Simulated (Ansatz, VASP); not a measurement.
# Sb in VASP and in Ansatz

INCAR

```
SYSTEM = Sb
PREC = Accurate
ENCUT = 520
EDIFF = 1E-6
ISMEAR = -1
SIGMA = 0.05
LREAL = .FALSE.
LASPH = .TRUE.
NELM = 100
ALGO = Normal
ISIF = 2
LWAVE = .FALSE.
LCHARG = .TRUE.
GGA = PS
LELF = .TRUE.
LVHAR = .TRUE.
NBANDS = 8
```

File KPOINTS:

```
regular mesh
0
G
  12 12 12
  0 0 0
```

File POSCAR:

```
Sb
1.0
    3.0529650997      0.0000000000      0.0000000000
    0.0000000000      3.0529650997      0.0000000000
    0.0000000000      0.0000000000      3.1450104822
Sb
1
Direct
    0.0000000000      0.0000000000      0.0000000000
```

Input for Ansatz:

```yaml
crystal:
  lattice:
    - [3.0529650997, 0.0, 0.0]
    - [0.0, 3.0529650997, 0.0]
    - [0.0, 0.0, 3.1450104822]
  atoms:
    - { symbol: Sb, position: [0.0, 0.0, 0.0] }
kpoints:
  mp_grid: { grid: [12, 12, 12] }
scf:
  occupations: { method: fermi_dirac, width: 0.05 }
hamiltonian:
  xc: pbesol
  pseudopotentials: { kind: all_electron, lapw: { basis_error: 0.0005 } }
output:
  forces: true
  stress: true
  eigenvalues: true
```

Change from the starting cell: z stretched by +2 % at fixed volume.

Alike in both runs: task single point; functional PBEsol; k mesh 12 × 12 × 12; occupations fermi-dirac, width 0.05 eV; no spin polarisation.

```csv
,VASP,Ansatz
version,VASP 6.6.1,Ansatz 0.2.0
potentials or method,"VASP PAW PBE potentials, release 64 (Sb), cutoff 520 eV","all-electron LAPW, scalar-relativistic"
```

|  | VASP | Ansatz | Ansatz less VASP |
| --- | --- | --- | --- |
| pressure (GPa) | -1.1 | -1.2 | -0.08 |
| traceless stress, the component that is largest in VASP (GPa) | -1.25 | -1.24 | +0.011 |

VASP's potentials were made for PBE, not for PBEsol. Ansatz ran all-electron here, and VASP with PAW potentials.

Spin-orbit coupling is off throughout.
